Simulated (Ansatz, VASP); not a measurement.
TaN: VASP beside Ansatz

```xyz
2
Lattice="0.0000 2.2113 2.2113 2.2113 0.0000 2.2113 2.2113 2.2113 0.0000" Properties=species:S:1:pos:R:3 pbc="T T T"
Ta    2.2113    2.2113    2.2113
N     0.0000    0.0000    0.0000
```

Alike in both runs: task relaxation of cell and atoms; functional PBEsol; dispersion D3(BJ); k mesh 10 × 10 × 10; occupations fermi-dirac, width 0.05 eV; no spin polarisation.

|  | VASP | Ansatz |
| --- | --- | --- |
| version | VASP 6.6.1 | Ansatz 0.2.0 |
| potentials or method | VASP PAW PBE potentials, release 64 (Ta_pv, N) | Ansatz PAW |
| plane-wave cutoff (eV) | 600 | 420 |
| valence electrons in the cell | 16 | 18 |

Ansatz gave:

* relaxed volume (Å³/atom): 10.26
* relaxed cell length with the largest relative difference (Å): 3.073

Task: What did VASP give for the same quantities?

Result: Relaxed volume (Å³/atom): 10.29; relaxed cell length with the largest relative difference (Å): 3.076.

VASP's potentials were made for PBE, not for PBEsol. VASP's potentials hold 16 valence electrons a cell and Ansatz's 18, so a difference there can come from the potentials and not from the codes.

Spin-orbit coupling is off throughout. Noted on Ansatz's run: the plane-wave basis is chosen anew once the cell has moved, so the energies of steps on either side of that aren't comparable.
